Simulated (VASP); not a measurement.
# HfB2 (P6/mmm) in VASP: notebook

Runs on HfB2. Level: PBEsol. Tasks: single point.

Everything below comes from runs of VASP 6.6.1. Logs are shortened: lines on timing, memory, paths and dates and some standing lists are left out, and cuts for length are marked.

## 1. The cell of the first run

Symmetry: P6/mmm, No. 191, hexagonal system. The conventional cell has a = 3.140 Å, b = 3.140 Å, c = 3.515 Å, α = 90.00°, β = 90.00°, γ = 120.00°. Hf (site symmetry 6/mmm) has 12 B at 2.52 Å and 6 Hf at 3.14 Å within 3.3 Å. B (site symmetry -6m2) has 3 B at 1.81 Å within 2.4 Å.

## 2. Single point, PBEsol (zz strain of +1 %)

The input, INCAR:

```
SYSTEM = HfB2
ALGO = Normal
EDIFF = 1E-6
ENCUT = 520
GGA = PS
ISIF = 2
ISMEAR = -1
LASPH = .TRUE.
LCHARG = .TRUE.
LELF = .TRUE.
LREAL = .FALSE.
LVHAR = .TRUE.
LWAVE = .FALSE.
NBANDS = 15
NELM = 80
PREC = Accurate
SIGMA = 0.05
```

The input, KPOINTS:

```
k-points
0
G
  13 13 11
  0 0 0
```

The input, POSCAR:

```
HfB2
1.0
    3.1400001005      0.0000000000      0.0000000000
   -1.5700000503      2.7193198549      0.0000000000
    0.0000000000      0.0000000000      3.5148000000
Hf B
1 2
Direct
    0.0000000000      0.0000000000      0.0000000000
    0.3333333333      0.6666666667      0.5000000000
    0.6666666667      0.3333333333      0.5000000000
```

Potentials or basis: VASP PAW PBE potentials, release 64 (Hf_pv, B).

The run is started by

```
cat potpaw_PBE.64/Hf_pv/POTCAR potpaw_PBE.64/B/POTCAR > POTCAR
mpirun -np 1 vasp_std > vasp.out
```

OUTCAR:

```text
SYSTEM = HfB2
   EDIFF = 1E-6
   ENCUT = 520
   GGA = PS
   ISIF = 2
   ISMEAR = -1
   LASPH = .TRUE.
   LREAL = .FALSE.
   NELM = 80
   PREC = Accurate

 ion  position               nearest neighbor table
   1  0.000  0.000  0.000-   2 2.52   3 2.52   2 2.52   3 2.52   3 2.52   3 2.52   2 2.52   2 2.52
                             3 2.52   3 2.52   2 2.52   2 2.52
   2  0.333  0.667  0.500-   3 1.81   3 1.81   3 1.81   1 2.52   1 2.52   1 2.52   1 2.52   1 2.52
                             1 2.52
   3  0.667  0.333  0.500-   2 1.81   2 1.81   2 1.81   1 2.52   1 2.52   1 2.52   1 2.52   1 2.52
                             1 2.52

  LATTYP: Found a hexagonal cell.
 ALAT       =     3.1400001005
 C/A-ratio  =     1.1193630215

  Lattice vectors:

 A1 = (   3.1400001005,   0.0000000000,   0.0000000000)
 A2 = (  -1.5700000503,   2.7193198549,   0.0000000000)
 A3 = (   0.0000000000,   0.0000000000,   3.5148000000)

Analysis of symmetry for initial positions (statically):
=====================================================================
 Subroutine PRICEL returns:
 Original cell was already a primitive cell.

 Routine SETGRP: Setting up the symmetry group for a
 hexagonal supercell.

 Subroutine GETGRP returns: Found 24 space group operations
 (whereof 24 operations were pure point group operations)
 out of a pool of 24 trial point group operations.

The static configuration has the point symmetry D_6h.

Analysis of symmetry for dynamics (positions and initial velocities):
=====================================================================
 Subroutine PRICEL returns:
 Original cell was already a primitive cell.

 Routine SETGRP: Setting up the symmetry group for a
 hexagonal supercell.

 Subroutine GETGRP returns: Found 24 space group operations
 (whereof 24 operations were pure point group operations)
 out of a pool of 24 trial point group operations.

The dynamic configuration has the point symmetry D_6h.

 Subroutine INISYM returns: Found 24 space group operations
 (whereof 24 operations are pure point group operations),
 and found     1 'primitive' translations

----------------------------------------------------------------------------------------

                                     Primitive cell

  volume of cell :      30.0117

  direct lattice vectors                    reciprocal lattice vectors
     3.140000101  0.000000000  0.000000000     0.318471327  0.183869507  0.000000000
    -1.570000050  2.719319855  0.000000000     0.000000000  0.367739013  0.000000000
     0.000000000  0.000000000  3.514800000     0.000000000  0.000000000  0.284511210

  length of vectors
     3.140000101  3.140000101  3.514800000     0.367739013  0.367739013  0.284511210

  position of ions in fractional coordinates (direct lattice)
     0.000000000  0.000000000  0.000000000
     0.333333333  0.666666667  0.500000000
     0.666666667  0.333333333  0.500000000

  ion indices of the primitive-cell ions
   primitive index   ion index
                 1           1
                 2           2
                 3           3

----------------------------------------------------------------------------------------

 KPOINTS: k-points

Automatic generation of k-mesh.
 Grid dimensions read from file:
 generate k-points for:   13   13   11

 Generating k-lattice:

  Cartesian coordinates                     Fractional coordinates (reciprocal lattice)
     0.024497794  0.014143808  0.000000000     0.076923077  0.000000000  0.000000000
     0.000000000  0.028287616  0.000000000     0.000000000  0.076923077  0.000000000
     0.000000000  0.000000000  0.025864655     0.000000000  0.000000000  0.090909091

  Length of vectors
     0.028287616  0.028287616  0.025864655

  Shift w.r.t. Gamma in fractional coordinates (k-lattice)
     0.000000000  0.000000000  0.000000000

 Subroutine IBZKPT returns following result:
 ===========================================

 Found    126 irreducible k-points:

 Following reciprocal coordinates:
            Coordinates               Weight
  0.000000  0.000000  0.000000      1.000000
  0.076923 -0.000000  0.000000      6.000000
  0.153846 -0.000000  0.000000      6.000000
  0.230769 -0.000000  0.000000      6.000000
  0.307692 -0.000000  0.000000      6.000000
  0.384615 -0.000000  0.000000      6.000000
[... 16 lines left out ...]
  0.076923 -0.000000  0.090909     12.000000
  0.153846 -0.000000  0.090909     12.000000
 [... further k-points ...]
   k-points           NKPTS =    126   k-points in BZ     NKDIM =    126   number of bands    NBANDS=     15
   number of dos      NEDOS =    301   number of ions     NIONS =      3
   total plane-waves  NPLWV =  16128
   dimension x,y,z NGX =    24 NGY =   24 NGZ =   28
   dimension x,y,z NGXF=    48 NGYF=   48 NGZF=   56
   ions per type =               1   2
   NGX,Y,Z   is equivalent  to a cutoff of  12.71, 12.71, 13.24 a.u.
   NGXF,Y,Z  is equivalent  to a cutoff of  25.41, 25.41, 26.49 a.u.
 SYSTEM =  HfB2
   PREC   = accura    normal or accurate (medium, high low for compatibility)
   ISTART =      0    job   : 0-new  1-cont  2-samecut
   ICHARG =      2    charge: 1-file 2-atom 10-const
   ISPIN  =      1    spin polarized calculation?
   LNONCOLLINEAR =      F non collinear calculations
   LSORBIT =      F    spin-orbit coupling
   LASPH  =      T    aspherical Exc in radial PAW
   ENCUT  =  520.0 eV  38.22 Ry    6.18 a.u.   5.84  5.84  6.54*2*pi/ulx,y,z
   NELM   =     80;   NELMIN=  2; NELMDL= -5     # of ELM steps
   EDIFF  = 0.1E-05   stopping-criterion for ELM
   LREAL  =      F    real-space projection
   EDIFFG = 0.1E-04   stopping-criterion for IOM
   NSW    =      0    number of steps for IOM
   IBRION =     -1    ionic relax: 0-MD 1-quasi-New 2-CG
   NFREE  =      0    steps in history (QN), initial steepest desc. (CG)
   ISIF   =      2    stress and relaxation
   ISYM   =      2    0-nonsym 1-usesym 2-fastsym
   POTIM  = 0.5000    time-step for ionic-motion
   TEBEG  =    0.0;   TEEND  =   0.0 temperature during run
   PSTRESS=    0.0 pullay stress
   NELECT =      16.0000    total number of electrons
   NUPDOWN=      -1.0000    fix difference up-down
   EMIN   =  10.00;   EMAX   =-10.00  energy-range for DOS
   EFERMI =   0.00;   METHOD = LEGACY
   ISMEAR =    -1;   SIGMA  =   0.05  broadening in eV -4-tet -1-fermi 0-gaus
   EFERMI_NEDOS =   21; number of points for ismear=-14 and -15
   IALGO  =     38    algorithm
   IMIX   =      4    mixing-type and parameters
     AMIX     =   0.40;   BMIX     =  1.00
     AMIX_MAG =   1.60;   BMIX_MAG =  1.00
  volume/ion in A,a.u.               =      10.00        67.51
  Fermi-wavevector in a.u.,A,eV,Ry     =   1.327449  2.508516 23.975123  1.762122
  Thomas-Fermi vector in A             =   2.456761
   LORBIT       =      0    0 simple, 1 ext, 2 COOP (PROOUT), +10 PAW based schemes
   GGA     = PS    functional components
   LHFCALC =     F    Hartree Fock is set to
   AEXX    =    0.0000 exact exchange contribution
   IVDW    =     0    specifies the selected vdW correction
   LEPSILON=     F    determine dielectric tensor
   LRPA    =     F    only Hartree local field effects (RPA)
 non-spin polarized calculation
  energy-cutoff  :      520.00
  volume of cell :       30.01
 maximum number of plane-waves:       828
 NGX is ok and might be reduce to    24
   NGX = 11   NGY = 11   NGZ = 13

 number of electron      15.9999997 magnetization

 Free energy of the ion-electron system (eV)
  ---------------------------------------------------
  ext. energy  EPLUGINS =         0.00000000
  ---------------------------------------------------
  free energy    TOTEN  =       -27.84602600 eV

  energy without entropy =      -27.84438761  energy(sigma->0) =      -27.84520681

 E-fermi :   7.5245     XC(G=0): -12.6337

 val. band max:        7.4581705107   @ k =   0.0769   0.0769   0.3636
 cond. band min:       7.5532180409   @ k =   0.3077   0.1538   0.0000
 fundamental gap:      0.0950475302
 Fermi energy:         7.5244901066

 k-point     1 :       0.0000    0.0000    0.0000
  band No.  band energies     occupation
      1     -23.1585      2.00000
      2     -22.6448      2.00000
      3     -22.6448      2.00000
      4      -6.2016      2.00000
      5       4.4045      2.00000
      6       4.6347      2.00000
      7       4.6769      2.00000
      8       4.6769      2.00000
      9      11.4219      0.00000
     10      11.4219      0.00000
     11      11.9959      0.00000
     12      11.9959      0.00000
     13      12.5004      0.00000
     14      12.5004      0.00000
     15      12.6083      0.00000

 k-point     2 :       0.0769   -0.0000    0.0000
  band No.  band energies     occupation
      1     -23.1509      2.00000
      2     -22.6913      2.00000
      3     -22.6551      2.00000
      4      -6.0741      2.00000
      5       4.3079      2.00000
      6       4.5257      2.00000
      7       4.5396      2.00000
      8       4.6676      2.00000
      9      11.0623      0.00000
     10      11.3316      0.00000
     11      11.4286      0.00000
     12      11.5815      0.00000
     13      12.9328      0.00000
     14      13.2528      0.00000
     15      13.4436      0.00000

 k-point     3 :       0.1538   -0.0000    0.0000
  band No.  band energies     occupation
      1     -23.1300      2.00000
      2     -22.8182      2.00000
      3     -22.6835      2.00000
      4      -5.7035      2.00000
      5       3.4095      2.00000
      6       4.2544      2.00000
      7       4.6198      2.00000
      8       4.8732      2.00000
      9      10.0060      0.00000
     10      11.0943      0.00000
     11      11.1102      0.00000
     12      11.7702      0.00000
     13      13.2967      0.00000
     14      14.4418      0.00000
     15      14.4605      0.00000
[... 343 lines left out ...]
 k-point    23 :       0.0769   -0.0000    0.0909
  band No.  band energies     occupation
      1     -23.1715      2.00000
      2     -22.6897      2.00000
      3     -22.6536      2.00000
      4      -5.9486      2.00000
      5       3.4185      2.00000
      6       4.3768      2.00000
      7       4.7326      2.00000
      8       5.5797      2.00000
      9      10.3286      0.00000
     10      10.3401      0.00000
     11      11.7382      0.00000
     12      11.8959      0.00000
     13      13.1976      0.00000
     14      13.4052      0.00000
     15      13.9105      0.00000

 k-point    24 :       0.1538   -0.0000    0.0909
  band No.  band energies     occupation
      1     -23.1501      2.00000
      2     -22.8162      2.00000
      3     -22.6819      2.00000
      4      -5.5862      2.00000
      5       3.3495      2.00000
      6       3.6143      2.00000
      7       4.6394      2.00000
      8       5.5149      2.00000
      9       9.6771      0.00000
     10      10.1543      0.00000
     11      11.9648      0.00000
     12      12.1333      0.00000
     13      12.9877      0.00000
     14      14.4565      0.00000
     15      14.7858      0.00000

 [... further k-points ...]
[... 5 lines left out ...]
  --------------------------------------------------------------------------------------
  -------------------------------------------------------------------------------------
  Total       -0.9829108     -0.9829108     -1.7976399      0.0000000      0.0000000     -0.0000000
  in kB      -52.4727837    -52.4727837    -95.9671764      0.0000000      0.0000000     -0.0000000
  external PRESSURE =     -66.9709146 kB  Pullay stress =       0.0000000 kB

 VOLUME and BASIS-vectors are now :
 -----------------------------------------------------------------------------
  energy-cutoff  :      520.00
  volume of cell :       30.01
      direct lattice vectors                 reciprocal lattice vectors
     3.140000101  0.000000000  0.000000000     0.318471327  0.183869507  0.000000000
    -1.570000050  2.719319855  0.000000000     0.000000000  0.367739013  0.000000000
     0.000000000  0.000000000  3.514800000     0.000000000  0.000000000  0.284511210

 POSITION                                       TOTAL-FORCE (eV/Angst)
 -----------------------------------------------------------------------------------
      0.00000      0.00000      0.00000        -0.000000      0.000000      0.000000
     -0.00000      1.81288      1.75740        -0.000000      0.000000      0.000000
      1.57000      0.90644      1.75740         0.000000     -0.000000      0.000000
 -----------------------------------------------------------------------------------
    total drift:                               -0.000000      0.000000      0.000000

  FREE ENERGIE OF THE ION-ELECTRON SYSTEM (eV)
  ---------------------------------------------------
  free  energy   TOTEN  =       -27.8460260006 eV

  energy  without entropy=      -27.8443876137  energy(sigma->0) =      -27.84520681
```

It took 31 s on 1 thread of Intel Xeon Platinum 8488C (Sapphire Rapids), shared host; peak memory 0.18 GiB.

Results:

```yaml
Free_energy: -27.8460 eV
Pressure: -6.7 GPa
Band_gap_on_the_k_mesh: zero (band 8 reaches 8.17 eV, above the bottom of band 9 at 7.08 eV)
```

Levels at points of the mesh, in eV from the Fermi level:
```csv
k point,band 4,band 5,band 6,band 7,band 8,band 9,band 10,band 11,band 12,band 13
"(0.00, 0.00, 0.00)",-13.73,-3.12,-2.89,-2.85,-2.85,3.90,3.90,4.47,4.47,4.98
```

Caveat: the cell differs from its parent crystal (zz strain of +1 %); the PAW data sets were made with another functional, which shifts forces and pressure a little; spin-orbit coupling is left out, which moves the levels of the heavy elements.

## 3. Single point, PBEsol (zz strain of +2 %)

The input, INCAR:

```
SYSTEM = HfB2
PREC     = Accurate       ! precision mode
ENCUT    = 520            ! plane-wave cutoff, eV
EDIFF    = 1E-7           ! SCF threshold, eV
ISMEAR   = -1             ! smearing method
SIGMA    = 0.05           ! smearing width, eV
LREAL    = .FALSE.        ! projectors in reciprocal space
LASPH    = .TRUE.         ! aspherical terms in the spheres
NELM     = 100            ! most SCF steps
ALGO     = Normal         ! electronic algorithm
ISIF     = 2              ! what is computed and relaxed
LWAVE    = .FALSE.        ! write WAVECAR
LCHARG   = .TRUE.         ! write CHGCAR
GGA      = PS             ! functional
LELF     = .TRUE.         ! ELF
LVHAR    = .TRUE.       
NBANDS   = 15             ! bands
```

The input, KPOINTS:

```
regular mesh
0
G
  13 13 11
  0 0 0
```

Changes to POSCAR since step 2:

```diff
@@ -4,3 +4,3 @@
    -1.5700000503      2.7193198549      0.0000000000
-    0.0000000000      0.0000000000      3.5148000000
+    0.0000000000      0.0000000000      3.5496000000
 Hf B
```

Potentials or basis: VASP PAW PBE potentials, release 64 (Hf_pv, B).

The run is started by

```
cat potpaw_PBE.64/Hf_pv/POTCAR potpaw_PBE.64/B/POTCAR > POTCAR
mpirun -np 1 vasp_std > vasp.out
```

OUTCAR:

```text
SYSTEM = HfB2
   PREC = Accurate
   ENCUT = 520
   EDIFF = 1E-7
   ISMEAR = -1
   LREAL = .FALSE.
   LASPH = .TRUE.
   NELM = 100
   ISIF = 2
   GGA = PS

 ion  position               nearest neighbor table
   1  0.000  0.000  0.000-   2 2.54   3 2.54   2 2.54   3 2.54   3 2.54   3 2.54   2 2.54   2 2.54
                             3 2.54   3 2.54   2 2.54   2 2.54
   2  0.333  0.667  0.500-   3 1.81   3 1.81   3 1.81   1 2.54   1 2.54   1 2.54   1 2.54   1 2.54
                             1 2.54
   3  0.667  0.333  0.500-   2 1.81   2 1.81   2 1.81   1 2.54   1 2.54   1 2.54   1 2.54   1 2.54
                             1 2.54

  LATTYP: Found a hexagonal cell.
 ALAT       =     3.1400001005
 C/A-ratio  =     1.1304458237

  Lattice vectors:

 A1 = (   3.1400001005,   0.0000000000,   0.0000000000)
 A2 = (  -1.5700000503,   2.7193198549,   0.0000000000)
 A3 = (   0.0000000000,   0.0000000000,   3.5496000000)

Analysis of symmetry for initial positions (statically):
=====================================================================
 Subroutine PRICEL returns:
 Original cell was already a primitive cell.

 Routine SETGRP: Setting up the symmetry group for a
 hexagonal supercell.

[... 187 lines left out ...]
     11      11.7826      0.00000
     12      11.7826      0.00000
     13      12.4550      0.00000
     14      12.4550      0.00000
[... 401 lines left out ...]
      2     -22.9395      2.00000
      3     -22.8066      2.00000
      4      -5.6206      2.00000
      5       3.2894      2.00000
      6       3.5510      2.00000
      7       4.6372      2.00000
      8       5.4085      2.00000
      9       9.5563      0.00000
     10      10.0703      0.00000
     11      11.7985      0.00000
     12      11.9730      0.00000
     13      12.8564      0.00000
     14      14.4013      0.00000
     15      14.6751      0.00000

 [... further k-points ...]

------------------------ aborting loop because EDIFF is reached ----------------------------------------

  FORCE on cell =-STRESS in cart. coord.  units (eV):
  Direction    XX          YY          ZZ          XY          YZ          ZX
  --------------------------------------------------------------------------------------
  -------------------------------------------------------------------------------------
  Total       -1.1943843     -1.1943843     -2.5892419      0.0000000      0.0000000      0.0000000
  in kB      -63.1371996    -63.1371996   -136.8717557      0.0000000      0.0000000      0.0000000
  external PRESSURE =     -87.7153850 kB  Pullay stress =       0.0000000 kB

 VOLUME and BASIS-vectors are now :
 -----------------------------------------------------------------------------
  energy-cutoff  :      520.00
  volume of cell :       30.31
      direct lattice vectors                 reciprocal lattice vectors
     3.140000101  0.000000000  0.000000000     0.318471327  0.183869507  0.000000000
    -1.570000050  2.719319855  0.000000000     0.000000000  0.367739013  0.000000000
     0.000000000  0.000000000  3.549600000     0.000000000  0.000000000  0.281721884

 POSITION                                       TOTAL-FORCE (eV/Angst)
 -----------------------------------------------------------------------------------
      0.00000      0.00000      0.00000         0.000000     -0.000000      0.000000
     -0.00000      1.81288      1.77480         0.000000     -0.000000     -0.000000
      1.57000      0.90644      1.77480        -0.000000      0.000000      0.000000
 -----------------------------------------------------------------------------------
    total drift:                               -0.000000      0.000000      0.000000

  FREE ENERGIE OF THE ION-ELECTRON SYSTEM (eV)
  ---------------------------------------------------
  free  energy   TOTEN  =       -27.8245303405 eV

  energy  without entropy=      -27.8228831180  energy(sigma->0) =      -27.82370673
```

Run time: 35 s. Hardware: 1 thread of Intel Xeon Platinum 8488C (Sapphire Rapids), shared host; peak memory 0.18 GiB.

What came out:

```yaml
Free_energy: -27.8245 eV
Pressure: -8.8 GPa
Band_gap_on_the_k_mesh: zero (band 8 reaches 8.18 eV, above the bottom of band 9 at 7.00 eV)
```

Stress tensor (GPa, compression positive):
```
 -6.31   0.00   0.00
  0.00  -6.31   0.00
  0.00   0.00 -13.69
```

Caveat: the cell differs from its parent crystal (zz strain of +2 %); the PAW data sets were made with another functional, which shifts forces and pressure a little; spin-orbit coupling is left out, which moves the levels of the heavy elements.

[end of part 1 of 2]
